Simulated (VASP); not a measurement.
Write the native input for VASP 6.6.1 that does the following.

```yaml
Task: single point
Functional: PBE
Potentials_or_basis: VASP PAW PBE potentials, release 64 (Zr_sv, C)
Cutoff: 520 eV
k_mesh: 8 × 8 × 12
Occupations: gaussian, width 0.05 eV
Spin: no spin polarisation
Dipole_correction: no
Further_INCAR_settings: ALGO = Normal; EDIFF = 1e-06; NBANDS = 24
```

The structure of ZrC lies in POSCAR:

```
ZrC
1.0
    4.2425692316      0.0000000000      0.0000000000
    0.0000000000      4.2425692316      0.0000000000
    0.0000000000      0.0000000000      3.1123587551
Zr C
2 2
Direct
    0.5000000000      0.0000000000      0.2282707802
    0.0000000000      0.5000000000      0.7717292198
    0.0000000000      0.0000000000      0.0000000000
    0.5000000000      0.5000000000      0.0000000000
```

These files were run (other wordings do the same):

INCAR

```
SYSTEM = ZrC
  ALGO = Normal
  EDIFF = 1E-6
  ENCUT = 520
  GGA = PE
  ISIF = 2
  ISMEAR = 0
  LASPH = .TRUE.
  LCHARG = .TRUE.
  LELF = .TRUE.
  LREAL = .FALSE.
  LVHAR = .TRUE.
  LWAVE = .FALSE.
  NBANDS = 24
  NELM = 80
  PREC = Accurate
  SIGMA = 0.05
```

KPOINTS

```
k-points
0
G
  8 8 12
  0 0 0
```

Potentials or basis: VASP PAW PBE potentials, release 64 (Zr_sv, C).

Launch:

```console
$ cat potpaw_PBE.64/Zr_sv/POTCAR potpaw_PBE.64/C/POTCAR > POTCAR
$ mpirun -np 1 vasp_std > vasp.out
```

It gave:

```json
{
 "Pressure": "0.2 GPa",
 "Largest force": "0.019 eV/Å",
 "Band gap on the k mesh": "zero (bands 16 and 17 overlap by 0.92 eV)"
}
```

It took 2 min on 1 thread of Intel Xeon 8259CL, with other jobs on the host, peak memory 0.25 GiB.
